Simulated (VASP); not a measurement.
# H12C5O3 in VASP: further runs

The runs below take H12C5O3 through single point, relaxation of the atoms, with PBEsol.

Everything below comes from runs of VASP 6.6.1. Logs are shortened: lines on timing, memory, paths and dates and some standing lists are left out, and cuts for length are marked.

## 1. The cell of the first run

The cell holds an amorphous packing of atoms, 40 atoms: a = 8.193 Å, b = 8.193 Å, c = 8.193 Å, α = 90.00°, β = 90.00°, γ = 90.00°.

## 2. Single point, PBEsol

Contents of INCAR:

```
  PREC = Accurate
  ENCUT = 520
  EDIFF = 1E-6
  ISMEAR = -1
  SIGMA = 0.05
  LREAL = Auto
  LASPH = T
  NELM = 80
  ALGO = Normal
  ISIF = 2
  LWAVE = F
  LCHARG = F
  GGA = PS
  NBANDS = 76
```

Contents of KPOINTS:

```
Automatic mesh
0
Gamma
  1 1 1
```

Contents of POSCAR:

```
H12C5O3
1.0
    8.1932130000      0.0000000000      0.0000000000
    0.0000000000      8.1932130000      0.0000000000
    0.0000000000      0.0000000000      8.1932130000
C H O
10 24 6
Direct
    0.8925802368      1.0607682237      0.8255003257
    0.9151843117      0.8770185762      0.8377787810
    0.3697938770      1.0058813313      0.8737597814
    0.4476143852      0.8762130314      0.7606905862
    0.8639223709      0.4344693590      0.3566854664
    0.3683292501      0.4002947317      0.0738660157
    0.5415335840      0.2350848196      0.5161223076
    0.0638211163      0.8280756280      0.3154073988
    0.4994743820      0.7844297469      0.2017157372
    0.8680843523      0.4569757920      0.8628116955
    0.8938251697      1.1039381010      0.7069876006
    0.7658656012      1.0857523172      0.8545975797
    0.9846076258      1.1221605004      0.9048464870
    0.9044315093      0.8189949413      0.9655064503
    0.8184823219      0.7992957098      0.7588720078
    1.0255195367      0.8225832772      0.7920336015
    0.3227793541      1.1013017726      0.7925828366
    0.2775956148      0.9437689463      0.9445622859
    0.4628342996      1.0627698804      0.9449650583
    0.4768947176      0.7613496683      0.8333238743
    0.3590288694      0.8297233332      0.6758154585
    0.5538730654      0.9217995431      0.6815152981
    0.9107416102      0.3389756863      0.2729820401
    0.9417917000      0.4790184266      0.4570612286
    0.4367151202      0.3589800485      0.1843965243
    0.4551083928      0.4452221613     -0.0157081233
    0.4319672880      0.2387830025      0.6003993793
    0.6466083574      0.3088776039      0.5501748826
    0.0650050231      0.9518732151      0.2648045401
    0.0579137879      0.7322768247      0.2108330395
    0.6232231482      0.7271262202      0.1957351774
    0.4824114789      0.9246555655      0.2224035919
    0.9667635884      0.3800340599      0.8128557136
    0.9082639497      0.5742313791      0.9162705766
    0.7350352054      0.5109106769      0.3384630669
    0.2270781926      0.3708801419      0.0526045155
    0.5631612409      0.1466945873      0.3977194295
    0.0703875268      0.7987098590      0.4576470794
    0.3832806495      0.6969671117      0.2032047745
    0.7230496754      0.4173210192      0.8557204603
```

Potentials or basis: VASP PAW PBE potentials, release 64 (C, H, O).

On the command line:

```
$ cat potpaw_PBE.64/C/POTCAR potpaw_PBE.64/H/POTCAR potpaw_PBE.64/O/POTCAR > POTCAR
$ mpirun -np 1 vasp_gam > vasp.out
```

OUTCAR:

```text
PREC = Accurate
   ENCUT = 520
   EDIFF = 1E-6
   ISMEAR = -1
   LREAL = Auto
   LASPH = T
   NELM = 80
   ISIF = 2
   GGA = PS

 ion  position               nearest neighbor table
   1  0.893  0.061  0.826-  11 1.03  12 1.08  13 1.12   2 1.52
   2  0.915  0.877  0.838-  16 1.08  14 1.15  15 1.20   1 1.52
   3  0.370  0.006  0.874-  19 1.07  18 1.08  17 1.10   4 1.55
   4  0.448  0.876  0.761-  21 1.07  20 1.14  22 1.15   3 1.55
   5  0.864  0.434  0.357-  24 1.10  23 1.11  35 1.24
   6  0.368  0.400  0.074-  26 1.09  25 1.12  36 1.19
   7  0.542  0.235  0.516-  28 1.09  27 1.13  37 1.22
   8  0.064  0.828  0.315-  29 1.10  30 1.16  38 1.19
   9  0.499  0.784  0.202-  31 1.12  32 1.17  39 1.19
  10  0.868  0.457  0.863-  33 1.10  34 1.11  40 1.23
  11  0.894  0.104  0.707-   1 1.03
  12  0.766  0.086  0.855-   1 1.08
  13  0.985  0.122  0.905-   1 1.12
  14  0.904  0.819  0.966-   2 1.15
  15  0.818  0.799  0.759-   2 1.20
  16  0.026  0.823  0.792-   2 1.08
[... 22 lines left out ...]
  39  0.383  0.697  0.203-   9 1.19
  40  0.723  0.417  0.856-  10 1.23

  LATTYP: Found a simple cubic cell.
 ALAT       =     8.1932130000

  Lattice vectors:

 A1 = (   8.1932130000,   0.0000000000,   0.0000000000)
 A2 = (   0.0000000000,   8.1932130000,   0.0000000000)
 A3 = (   0.0000000000,   0.0000000000,   8.1932130000)

Analysis of symmetry for initial positions (statically):
=====================================================================
 Subroutine PRICEL returns:
 Original cell was already a primitive cell.

 Routine SETGRP: Setting up the symmetry group for a
 simple cubic supercell.

 Subroutine GETGRP returns: Found  1 space group operations
 (whereof  1 operations were pure point group operations)
 out of a pool of 48 trial point group operations.

The static configuration has the point symmetry C_1 .

Analysis of symmetry for dynamics (positions and initial velocities):
=====================================================================
 Subroutine PRICEL returns:
 Original cell was already a primitive cell.

 Routine SETGRP: Setting up the symmetry group for a
 simple cubic supercell.

 Subroutine GETGRP returns: Found  1 space group operations
 (whereof  1 operations were pure point group operations)
 out of a pool of 48 trial point group operations.

The dynamic configuration has the point symmetry C_1 .
[... 152 lines left out ...]
   LREAL  =      T    real-space projection
   EDIFFG = 0.1E-04   stopping-criterion for IOM
   NSW    =      0    number of steps for IOM
   IBRION =     -1    ionic relax: 0-MD 1-quasi-New 2-CG
   NFREE  =      0    steps in history (QN), initial steepest desc. (CG)
   ISIF   =      2    stress and relaxation
   ISYM   =      2    0-nonsym 1-usesym 2-fastsym
   POTIM  = 0.5000    time-step for ionic-motion
   TEBEG  =    0.0;   TEEND  =   0.0 temperature during run
   PSTRESS=    0.0 pullay stress
   NELECT =     100.0000    total number of electrons
   NUPDOWN=      -1.0000    fix difference up-down
   EMIN   =  10.00;   EMAX   =-10.00  energy-range for DOS
   EFERMI =   0.00;   METHOD = LEGACY
   ISMEAR =    -1;   SIGMA  =   0.05  broadening in eV -4-tet -1-fermi 0-gaus
   EFERMI_NEDOS =   21; number of points for ismear=-14 and -15
   IALGO  =     38    algorithm
   IMIX   =      4    mixing-type and parameters
     AMIX     =   0.40;   BMIX     =  1.00
     AMIX_MAG =   1.60;   BMIX_MAG =  1.00
  volume/ion in A,a.u.               =      13.75        92.79
  Fermi-wavevector in a.u.,A,eV,Ry     =   0.927443  1.752613 11.703060  0.860151
  Thomas-Fermi vector in A             =   2.053513
   LORBIT       =      0    0 simple, 1 ext, 2 COOP (PROOUT), +10 PAW based schemes
   GGA     = PS    functional components
   LHFCALC =     F    Hartree Fock is set to
   AEXX    =    0.0000 exact exchange contribution
   IVDW    =     0    specifies the selected vdW correction
   LEPSILON=     F    determine dielectric tensor
   LRPA    =     F    only Hartree local field effects (RPA)
 non-spin polarized calculation
  energy-cutoff  :      520.00
  volume of cell :      550.00
 maximum number of plane-waves:      7398
 NGX is ok and might be reduce to    64
   NGX = 31   NGY = 31   NGZ = 31

 number of electron     100.0000001 magnetization

 Free energy of the ion-electron system (eV)
  ---------------------------------------------------
  ext. energy  EPLUGINS =         0.00000000
  ---------------------------------------------------
  free energy    TOTEN  =      -215.43355161 eV

  energy without entropy =     -215.43355161  energy(sigma->0) =     -215.43355161

 E-fermi :  -1.6651     XC(G=0):  -5.9914

 val. band max:       -2.8879716629   @ k =   0.0000   0.0000   0.0000
 cond. band min:      -0.4492676742   @ k =   0.0000   0.0000   0.0000
 fundamental gap:      2.4387039887
 Fermi energy:        -1.6650756482

 k-point     1 :       0.0000    0.0000    0.0000
  band No.  band energies     occupation
      1     -24.2028      2.00000
      2     -24.1300      2.00000
      3     -23.8413      2.00000
      4     -23.7263      2.00000
      5     -23.6609      2.00000
      6     -23.6320      2.00000
[... 54 lines left out ...]
     61       3.6341      0.00000
     62       3.7605      0.00000
 [bands above 62 left out]

------------------------ aborting loop because EDIFF is reached ----------------------------------------

  FORCE on cell =-STRESS in cart. coord.  units (eV):
  Direction    XX          YY          ZZ          XY          YZ          ZX
  --------------------------------------------------------------------------------------
  -------------------------------------------------------------------------------------
  Total        3.3251011     -1.6791418      2.5993908      2.3883544     -1.2062207      0.4890732
  in kB        9.6861836     -4.8914229      7.5721537      6.9573943     -3.5137804      1.4246944
  external PRESSURE =       4.1223048 kB  Pullay stress =       0.0000000 kB

 VOLUME and BASIS-vectors are now :
 -----------------------------------------------------------------------------
  energy-cutoff  :      520.00
  volume of cell :      550.00
      direct lattice vectors                 reciprocal lattice vectors
     8.193213000  0.000000000  0.000000000     0.122052240  0.000000000  0.000000000
     0.000000000  8.193213000  0.000000000     0.000000000  0.122052240  0.000000000
     0.000000000  0.000000000  8.193213000     0.000000000  0.000000000  0.122052240

 POSITION                                       TOTAL-FORCE (eV/Angst)
 -----------------------------------------------------------------------------------
      7.31310      0.49789      6.76350         0.159946     -1.638690      2.334982
      7.49830      7.18560      6.86410        -2.048153     -2.401409     -0.314876
      3.02980      0.04819      7.15890         0.719846     -0.839381     -2.150186
      3.66740      7.17900      6.23250         0.872860     -0.373650      0.578476
      7.07830      3.55970      2.92240        -1.101118      1.808575     -0.007146
      3.01780      3.27970      0.60520         2.072935     -0.786824      1.090885
[... 32 lines left out ...]
      3.14030      5.71040      1.66490        -2.104191     -1.354775     -0.229117
      5.92410      3.41920      7.01110         1.155921      0.355137      0.068881
 -----------------------------------------------------------------------------------
    total drift:                                0.003391      0.001050      0.009643

  FREE ENERGIE OF THE ION-ELECTRON SYSTEM (eV)
  ---------------------------------------------------
  free  energy   TOTEN  =      -215.4335516091 eV

  energy  without entropy=     -215.4335516089  energy(sigma->0) =     -215.43355161
```

stdout:

```text
POSCAR found type information on POSCAR C H O
 POSCAR found :  3 types and      40 ions
 scaLAPACK will be used
 -----------------------------------------------------------------------------
|                                                                             |
|                                                                             |
|     You enforced a specific xc type in the INCAR file but a different       |
|     I HOPE YOU KNOW WHAT YOU ARE DOING!                                     |
|                                                                             |
 -----------------------------------------------------------------------------

 LDA part: xc-table for (Slater+PW92), standard interpolation
 POSCAR, INCAR and KPOINTS ok, starting setup
 FFT: planning ... GRIDC
 FFT: planning ... GRID_SOFT
 FFT: planning ... GRID
 WAVECAR not read
 entering main loop
```

Run time: 41 s. Hardware: 1 thread of Intel Xeon 6975P-C (Granite Rapids), shared host; peak memory 0.52 GiB.

Results:

| Quantity | Value |
| --- | --- |
| Free energy | -215.4336 eV |
| Pressure | 0.4 GPa |
| Largest force | 3.172 eV/Å |
| Band gap on the k mesh | 2.44 eV |

Forces on the atoms (eV/Å):
```
C    0.160 -1.639  2.335
C   -2.048 -2.401 -0.315
C    0.720 -0.839 -2.150
C    0.873 -0.374  0.578
C   -1.101  1.809 -0.007
C    2.073 -0.787  1.091
C    0.590 -0.747 -0.229
C    0.012 -0.741 -2.607
C    1.406  2.131  0.717
C   -1.341 -0.243 -0.206
H    0.796  0.708 -2.579
H   -0.371  0.433  0.933
H   -0.597  0.117 -0.306
H   -0.128  0.995 -0.857
H    1.134  1.489  1.234
H    1.137  0.273 -0.396
H   -0.580  0.192  0.242
H   -0.598  0.191  0.494
H    0.621  0.397  1.022
H    0.445  0.949 -0.514
H   -0.767 -0.078 -0.730
H   -0.761 -0.487  1.057
H   -0.194 -0.240 -0.119
H    0.579 -0.353  0.331
H   -0.271  0.128  0.396
H    0.202  0.773 -1.040
H    0.076 -0.158 -0.614
H    0.214  0.838  0.661
H    0.035  0.901 -0.036
H   -0.042  0.296  0.991
H    0.164  0.405 -0.168
H    0.514 -1.190 -0.317
H    0.216 -0.353 -0.113
H   -0.022  0.267  0.224
O    0.888 -1.110 -0.348
O   -2.129 -0.051 -0.414
O   -0.945  0.026  0.265
O   -0.010 -0.528  1.652
O   -2.104 -1.355 -0.229
O    1.156  0.355  0.069
```

Stress tensor (GPa, compression positive):
```
 0.97  0.70  0.14
 0.70 -0.49 -0.35
 0.14 -0.35  0.76
```

Caveat: the k points lie up to 0.77 Å⁻¹ apart; the PAW data sets were made with another functional, which shifts forces and pressure a little.

(Continued in part 2 of 2.)
